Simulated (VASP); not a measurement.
Wanted: the native input for a VASP 6.6.1 run.

```
Task                   : single point
Functional             : PBE
Potentials or basis    : VASP PAW PBE potentials, release 64 (Pb_d, Se)
Cutoff                 : 520 eV
k mesh                 : 6 × 6 × 3
Occupations            : fermi-dirac, width 0.05 eV
Spin                   : no spin polarisation
Dipole correction      : no
Further INCAR settings : ALGO = Normal; EDIFF = 1e-07; NBANDS = 28
```

The structure of PbSe lies in POSCAR:

```
PbSe
1.0
    4.5014784123      0.0000000000      0.0000000000
   -0.0105132524      4.5014661353      0.0000000000
   -2.2454825799     -2.2507330677     12.2361685397
Pb Se
2 2
Direct
    0.8068400000      0.8073040000      0.6184430000
    0.1854540000      0.1998100000      0.3823760000
    0.2873320000      0.3231460000      0.6231940000
    0.6842660000      0.6998950000      0.3779650000
```

This cell differs from its parent crystal: volume scaled by 1.06.

The input as run:

INCAR

```
SYSTEM = PbSe
  PREC = Accurate
  ENCUT = 520
  EDIFF = 1E-7
  ISMEAR = -1
  SIGMA = 0.05
  LREAL = .FALSE.
  LASPH = .TRUE.
  NELM = 60
  ALGO = Normal
  ISIF = 2
  LWAVE = .FALSE.
  LCHARG = .TRUE.
  GGA = PE
  LELF = .TRUE.
  LVHAR = .TRUE.
  NBANDS = 28
```

KPOINTS

```
Automatic mesh
0
G
  6 6 3
  0 0 0
```

Potentials or basis: VASP PAW PBE potentials, release 64 (Pb_d, Se).

Command:

```bash
$ cat potpaw_PBE.64/Pb_d/POTCAR potpaw_PBE.64/Se/POTCAR > POTCAR
$ mpirun -np 1 vasp_std > vasp.out
```

It gave:

* Largest force: 0.494 eV/Å
* Band gap on the k mesh: 1.56 eV, direct

Caveat: spin-orbit coupling is left out, which moves the levels of the heavy elements.

Run time: 6.9 min on 1 thread of Intel(R) Xeon(R) Platinum 8175M CPU @ 2.50GHz (Skylake/Cascade Lake), with other jobs on the host, peak memory 0.56 GiB.
